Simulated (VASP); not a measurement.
Here is a VASP 6.6.1 calculation.

The input INCAR:

```
SYSTEM = Ru
PREC = Accurate
ENCUT = 520
EDIFF = 1E-6
ISMEAR = -1
SIGMA = 0.1
LREAL = .FALSE.
LASPH = .TRUE.
NELM = 60
ALGO = Normal
ISIF = 2
LWAVE = .FALSE.
LCHARG = .FALSE.
GGA = PE
NBANDS = 13
```

KPOINTS

```
regular mesh
0
G
  22 22 22
  0 0 0
```

The input POSCAR:

```
Ru
1.0
    1.4525485464      1.4525485464      1.4525485464
   -1.4525485464      1.4525485464      1.4525485464
   -1.4525485464     -1.4525485464      1.4525485464
Ru
1
Direct
    0.0000000000      0.0000000000      0.0000000000
```

Potentials or basis: VASP PAW PBE potentials, release 64 (Ru_pv).

Launch:

```bash
$ cat potpaw_PBE.64/Ru_pv/POTCAR > POTCAR
$ mpirun -np 1 vasp_std > vasp.out
```

**Question.** What does it give for the band gap on the k mesh?

**Answer.** Zero (band 7 reaches 17.22 eV, above the bottom of band 8 at 12.83 eV).

**Question.** Predict the pressure.

**Answer.** 60.3 GPa.
